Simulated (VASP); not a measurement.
# NaF (Fmmm) in VASP: a series of runs

The runs below take NaF through single point, with PBEsol.

Everything below comes from runs of VASP 6.6.1. Logs are shortened: lines on timing, memory, paths and dates and some standing lists are left out, and cuts for length are marked.

### 1 The cell of the first run

Symmetry: Fmmm, No. 69, orthorhombic system. The conventional cell has a = 3.950 Å, b = 4.647 Å, c = 5.344 Å, α = 90.00°, β = 90.00°, γ = 90.00°. Na (site symmetry mmm) has 4 F at 1.97 to 2.32 Å within 2.6 Å. F (site symmetry mmm) has 4 Na at 1.97 to 2.32 Å within 2.6 Å.

### 2 Single point, PBEsol (strain -0.1500 x Voigt [1, -1, 0, 0, 0, 0])

INCAR reads:

```
SYSTEM = NaF
  PREC = Accurate
  ENCUT = 520
  EDIFF = 1E-6
  ISMEAR = 0
  SIGMA = 0.05
  LREAL = .False.
  LASPH = .True.
  NELM = 100
  ALGO = Normal
  ISIF = 2
  LWAVE = .False.
  LCHARG = .True.
  GGA = PS
  LELF = .True.
  LVHAR = .True.
  NBANDS = 14
```

KPOINTS reads:

```
Automatic mesh
0
Gamma
  8 8 8
  0 0 0
```

POSCAR reads:

```
NaF
1.0
    0.0000000000      2.6717950000      2.3233000000
    1.9748050000      0.0000000000      2.3233000000
    1.9748050000      2.6717950000      0.0000000000
Na F
1 1
Direct
    0.0000000000      0.0000000000      0.0000000000
    0.5000000000      0.5000000000      0.5000000000
```

Potentials or basis: VASP PAW PBE potentials, release 64 (Na_pv, F).

Started as:

```
cat potpaw_PBE.64/Na_pv/POTCAR potpaw_PBE.64/F/POTCAR > POTCAR
mpirun -np 1 vasp_std > vasp.out
```

OUTCAR:

```text
SYSTEM = NaF
   PREC = Accurate
   ENCUT = 520
   EDIFF = 1E-6
   ISMEAR = 0
   LREAL = .False.
   LASPH = .True.
   NELM = 100
   ISIF = 2
   GGA = PS

 ion  position               nearest neighbor table
   1  0.000  0.000  0.000-   2 1.97   2 1.97   2 2.32   2 2.32
   2  0.500  0.500  0.500-   1 1.97   1 1.97   1 2.32   1 2.32

  LATTYP: Found a face centered orthorhombic cell.
 ALAT       =     3.9496100000
 B/A-ratio  =     1.1764705882
 C/A-ratio  =     1.3529411765

  Lattice vectors:

 A1 = (   0.0000000000,   2.6717950000,  -2.3233000000)
 A2 = (   1.9748050000,   2.6717950000,   0.0000000000)
 A3 = (   1.9748050000,   0.0000000000,  -2.3233000000)

Analysis of symmetry for initial positions (statically):
=====================================================================
 Subroutine PRICEL returns:
 Original cell was already a primitive cell.

 Routine SETGRP: Setting up the symmetry group for a
 face centered orthorhombic supercell.

 Subroutine GETGRP returns: Found  8 space group operations
 (whereof  8 operations were pure point group operations)
 out of a pool of  8 trial point group operations.

The static configuration has the point symmetry D_2h.

Analysis of symmetry for dynamics (positions and initial velocities):
=====================================================================
 Subroutine PRICEL returns:
 Original cell was already a primitive cell.

 Routine SETGRP: Setting up the symmetry group for a
 face centered orthorhombic supercell.

 Subroutine GETGRP returns: Found  8 space group operations
 (whereof  8 operations were pure point group operations)
 out of a pool of  8 trial point group operations.

The dynamic configuration has the point symmetry D_2h.

 Subroutine INISYM returns: Found  8 space group operations
 (whereof  8 operations are pure point group operations),
 and found     1 'primitive' translations

----------------------------------------------------------------------------------------

                                     Primitive cell

  volume of cell :      24.5167

  direct lattice vectors                    reciprocal lattice vectors
     0.000000000  2.671795000  2.323300000    -0.253189555  0.187140106  0.215211122
     1.974805000  0.000000000  2.323300000     0.253189555 -0.187140106  0.215211122
     1.974805000  2.671795000  0.000000000     0.253189555  0.187140106 -0.215211122

  length of vectors
     3.540651269  3.049192955  3.322400233     0.381368847  0.381368847  0.381368847

  position of ions in fractional coordinates (direct lattice)
     0.000000000  0.000000000  0.000000000
     0.500000000  0.500000000  0.500000000

  ion indices of the primitive-cell ions
   primitive index   ion index
                 1           1
                 2           2

----------------------------------------------------------------------------------------

 KPOINTS: Automatic mesh

Automatic generation of k-mesh.
 Grid dimensions read from file:
 generate k-points for:    8    8    8

 Generating k-lattice:

  Cartesian coordinates                     Fractional coordinates (reciprocal lattice)
    -0.031648694  0.023392513  0.026901390     0.125000000  0.000000000  0.000000000
     0.031648694 -0.023392513  0.026901390     0.000000000  0.125000000 -0.000000000
     0.031648694  0.023392513 -0.026901390    -0.000000000 -0.000000000  0.125000000

  Length of vectors
     0.047671106  0.047671106  0.047671106

  Shift w.r.t. Gamma in fractional coordinates (k-lattice)
     0.000000000  0.000000000  0.000000000

 Subroutine IBZKPT returns following result:
 ===========================================

 Found     95 irreducible k-points:

 Following reciprocal coordinates:
            Coordinates               Weight
  0.000000  0.000000  0.000000      1.000000
  0.125000 -0.000000 -0.000000      8.000000
  0.250000 -0.000000 -0.000000      8.000000
  0.375000  0.000000  0.000000      8.000000
  0.500000 -0.000000 -0.000000      4.000000
  0.125000  0.125000  0.000000      2.000000
[... 16 lines left out ...]
  0.250000 -0.000000  0.125000      8.000000
  0.375000  0.000000  0.125000      8.000000
 [... further k-points ...]
   k-points           NKPTS =     95   k-points in BZ     NKDIM =     95   number of bands    NBANDS=     14
   number of dos      NEDOS =    301   number of ions     NIONS =      2
   total plane-waves  NPLWV =  18816
   dimension x,y,z NGX =    28 NGY =   24 NGZ =   28
   dimension x,y,z NGXF=    56 NGYF=   48 NGZF=   56
   ions per type =               1   1
   NGX,Y,Z   is equivalent  to a cutoff of  13.15, 13.09, 14.01 a.u.
   NGXF,Y,Z  is equivalent  to a cutoff of  26.29, 26.17, 28.02 a.u.
 SYSTEM =  NaF
   PREC   = accura    normal or accurate (medium, high low for compatibility)
   ISTART =      0    job   : 0-new  1-cont  2-samecut
   ICHARG =      2    charge: 1-file 2-atom 10-const
   ISPIN  =      1    spin polarized calculation?
   LNONCOLLINEAR =      F non collinear calculations
   LSORBIT =      F    spin-orbit coupling
   LASPH  =      T    aspherical Exc in radial PAW
   ENCUT  =  520.0 eV  38.22 Ry    6.18 a.u.   6.58  5.67  6.18*2*pi/ulx,y,z
   NELM   =    100;   NELMIN=  2; NELMDL= -5     # of ELM steps
   EDIFF  = 0.1E-05   stopping-criterion for ELM
   LREAL  =      F    real-space projection
   EDIFFG = 0.1E-04   stopping-criterion for IOM
   NSW    =      0    number of steps for IOM
   IBRION =     -1    ionic relax: 0-MD 1-quasi-New 2-CG
   NFREE  =      0    steps in history (QN), initial steepest desc. (CG)
   ISIF   =      2    stress and relaxation
   ISYM   =      2    0-nonsym 1-usesym 2-fastsym
   POTIM  = 0.5000    time-step for ionic-motion
   TEBEG  =    0.0;   TEEND  =   0.0 temperature during run
   PSTRESS=    0.0 pullay stress
   NELECT =      14.0000    total number of electrons
   NUPDOWN=      -1.0000    fix difference up-down
   EMIN   =  10.00;   EMAX   =-10.00  energy-range for DOS
   EFERMI =   0.00;   METHOD = LEGACY
   ISMEAR =     0;   SIGMA  =   0.05  broadening in eV -4-tet -1-fermi 0-gaus
   EFERMI_NEDOS =   21; number of points for ismear=-14 and -15
   IALGO  =     38    algorithm
   IMIX   =      4    mixing-type and parameters
     AMIX     =   0.40;   BMIX     =  1.00
     AMIX_MAG =   1.60;   BMIX_MAG =  1.00
  volume/ion in A,a.u.               =      12.26        82.72
  Fermi-wavevector in a.u.,A,eV,Ry     =   1.358199  2.566623 25.098716  1.844704
  Thomas-Fermi vector in A             =   2.485052
   LORBIT       =      0    0 simple, 1 ext, 2 COOP (PROOUT), +10 PAW based schemes
   GGA     = PS    functional components
   LHFCALC =     F    Hartree Fock is set to
   AEXX    =    0.0000 exact exchange contribution
   IVDW    =     0    specifies the selected vdW correction
   LEPSILON=     F    determine dielectric tensor
   LRPA    =     F    only Hartree local field effects (RPA)
 non-spin polarized calculation
 Gauss-broadening in eV      SIGMA  =   0.05
  energy-cutoff  :      520.00
  volume of cell :       24.52
 maximum number of plane-waves:       673
 NGX is ok and might be reduce to    28
   NGX = 13   NGY = 11   NGZ = 13

 number of electron      14.0000004 magnetization

 Free energy of the ion-electron system (eV)
  ---------------------------------------------------
  ext. energy  EPLUGINS =         0.00000000
  ---------------------------------------------------
  free energy    TOTEN  =        -8.38041927 eV

  energy without entropy =       -8.38041927  energy(sigma->0) =       -8.38041927

 E-fermi :  -1.8152     XC(G=0):  -9.3018

 val. band max:       -2.0438294487   @ k =   0.0000   0.0000   0.0000
 cond. band min:       3.9843950733   @ k =   0.0000   0.0000   0.0000
 fundamental gap:      6.0282245220
 Fermi energy:        -1.8152455103

 k-point     1 :       0.0000    0.0000    0.0000
  band No.  band energies     occupation
      1     -21.2848      2.00000
      2     -20.6800      2.00000
      3     -20.6392      2.00000
      4     -20.6008      2.00000
      5      -2.2086      2.00000
      6      -2.0990      2.00000
      7      -2.0438      2.00000
      8       3.9844      0.00000
      9      16.3913      0.00000
     10      17.5306      0.00000
     11      18.5867      0.00000
     12      18.6889      0.00000
     13      20.3312      0.00000
     14      21.8060      0.00000

 k-point     2 :       0.1250   -0.0000   -0.0000
  band No.  band energies     occupation
      1     -21.5355      2.00000
      2     -20.6839      2.00000
      3     -20.6086      2.00000
      4     -20.3426      2.00000
      5      -2.4230      2.00000
      6      -2.2297      2.00000
      7      -2.1124      2.00000
      8       4.5313      0.00000
      9      15.5271      0.00000
     10      16.8413      0.00000
     11      18.3061      0.00000
     12      18.4832      0.00000
     13      21.7982      0.00000
     14      23.3927      0.00000

 k-point     3 :       0.2500   -0.0000   -0.0000
  band No.  band energies     occupation
      1     -21.8728      2.00000
      2     -20.6948      2.00000
      3     -20.6157      2.00000
      4     -19.9014      2.00000
      5      -3.0493      2.00000
      6      -2.3779      2.00000
      7      -2.2157      2.00000
      8       5.8534      0.00000
      9      13.2297      0.00000
     10      16.6590      0.00000
     11      18.5572      0.00000
     12      19.1822      0.00000
     13      21.8465      0.00000
     14      24.4878      0.00000
[... 324 lines left out ...]
 k-point    23 :       0.2500   -0.0000    0.1250
  band No.  band energies     occupation
      1     -21.5277      2.00000
      2     -20.7036      2.00000
      3     -20.6126      2.00000
      4     -20.3231      2.00000
      5      -2.8533      2.00000
      6      -2.2776      2.00000
      7      -2.1595      2.00000
      8       5.5612      0.00000
      9      14.2380      0.00000
     10      16.0864      0.00000
     11      18.1106      0.00000
     12      18.8749      0.00000
     13      22.8074      0.00000
     14      24.5549      0.00000

 k-point    24 :       0.3750    0.0000    0.1250
  band No.  band energies     occupation
      1     -21.8578      2.00000
      2     -20.7201      2.00000
      3     -20.6198      2.00000
      4     -19.8848      2.00000
      5      -3.2860      2.00000
      6      -2.5458      2.00000
      7      -2.2626      2.00000
      8       6.9935      0.00000
      9      12.5409      0.00000
     10      15.4183      0.00000
     11      18.4631      0.00000
     12      19.8217      0.00000
     13      22.3889      0.00000
     14      24.4419      0.00000

 [... further k-points ...]
[... 5 lines left out ...]
  --------------------------------------------------------------------------------------
  -------------------------------------------------------------------------------------
  Total        5.3422265     -0.6352262      0.1964169      0.0000000      0.0000000      0.0000000
  in kB      349.1163926    -41.5122551     12.8359109      0.0000000      0.0000000      0.0000000
  external PRESSURE =     106.8133495 kB  Pullay stress =       0.0000000 kB

 VOLUME and BASIS-vectors are now :
 -----------------------------------------------------------------------------
  energy-cutoff  :      520.00
  volume of cell :       24.52
      direct lattice vectors                 reciprocal lattice vectors
     0.000000000  2.671795000  2.323300000    -0.253189555  0.187140106  0.215211122
     1.974805000  0.000000000  2.323300000     0.253189555 -0.187140106  0.215211122
     1.974805000  2.671795000  0.000000000     0.253189555  0.187140106 -0.215211122

 POSITION                                       TOTAL-FORCE (eV/Angst)
 -----------------------------------------------------------------------------------
      0.00000      0.00000      0.00000         0.000000      0.000000      0.000000
      1.97480      2.67179      2.32330        -0.000000      0.000000      0.000000
 -----------------------------------------------------------------------------------
    total drift:                                0.000000      0.000000      0.000000

  FREE ENERGIE OF THE ION-ELECTRON SYSTEM (eV)
  ---------------------------------------------------
  free  energy   TOTEN  =        -8.3804192748 eV

  energy  without entropy=       -8.3804192748  energy(sigma->0) =       -8.38041927
```

Wall time 22 s (1 thread of AMD EPYC 7R13 (Zen 3), shared host); peak memory 0.13 GiB.

What came out:

```
Free energy            : -8.3804 eV
Pressure               : 10.7 GPa
Band gap on the k mesh : 6.03 eV, direct
```

Caveat: the cell differs from its parent crystal (strain -0.1500 x Voigt [1, -1, 0, 0, 0, 0]); the PAW data sets were made with another functional, which shifts forces and pressure a little.

### 3 Single point, PBEsol (strain +0.1125 x Voigt [1, -1, 0, 0, 0, 0])

INCAR reads:

```
ALGO     = Normal         # electronic algorithm
EDIFF    = 1E-7           # SCF threshold, eV
ENCUT    = 520            # plane-wave cutoff, eV
GGA      = PS             # functional
ISIF     = 2              # what is computed and relaxed
ISMEAR   = 0              # smearing method
LASPH    = T              # aspherical terms in the spheres
LCHARG   = T              # write CHGCAR
LELF     = T              # ELF
LREAL    = F              # projectors in reciprocal space
LVHAR    = T            
LWAVE    = F              # write WAVECAR
NBANDS   = 14             # bands
NELM     = 100            # most SCF steps
PREC     = Accurate       # precision mode
SIGMA    = 0.05           # smearing width, eV
```

KPOINTS reads:

```
k-points
0
Gamma
  8 8 8
```

POSCAR reads:

```
NaF
1.0
    0.0000000000      2.0619287500      2.3233000000
    2.5846712500      0.0000000000      2.3233000000
    2.5846712500      2.0619287500      0.0000000000
Na F
1 1
Direct
    0.0000000000      0.0000000000      0.0000000000
    0.5000000000      0.5000000000      0.5000000000
```

Potentials or basis: VASP PAW PBE potentials, release 64 (Na_pv, F).

Started as:

```
cat potpaw_PBE.64/Na_pv/POTCAR potpaw_PBE.64/F/POTCAR > POTCAR
mpirun -np 1 vasp_std > vasp.out
```

Run time: 26 s. Hardware: 1 thread of AMD EPYC 7R13 (Zen 3), shared host; peak memory 0.13 GiB.

Results (log left out):

- Free energy: -8.5802 eV
- Pressure: 5.3 GPa
- Band gap on the k mesh: 6.10 eV, direct

Stress tensor (GPa, compression positive):
```
-4.22  0.00  0.00
 0.00 19.60  0.00
 0.00  0.00  0.48
```

Levels at points of the mesh, in eV from the valence-band top:
```
           k point  band 4  band 5  band 6  band 7  band 8  band 9  band 10  band 11
(0.00, 0.00, 0.00)  -18.64   -0.06   -0.01    0.00    6.10   18.41    19.25    20.04
(0.50, 0.00, 0.00)  -17.66   -1.66   -0.40   -0.25   10.60   12.28    18.56    21.56
(0.50, 0.50, 0.00)  -18.71   -1.37   -0.51   -0.26   12.93   13.43    13.57    19.02
(0.50, 0.00, 0.50)  -18.74   -1.04   -0.74   -0.52   12.15   14.31    14.64    17.93
(0.00, 0.50, 0.50)  -18.66   -1.47   -0.27   -0.20   11.60   13.27    14.37    20.68
```

Caveat: the cell differs from its parent crystal (strain +0.1125 x Voigt [1, -1, 0, 0, 0, 0]); the PAW data sets were made with another functional, which shifts forces and pressure a little.
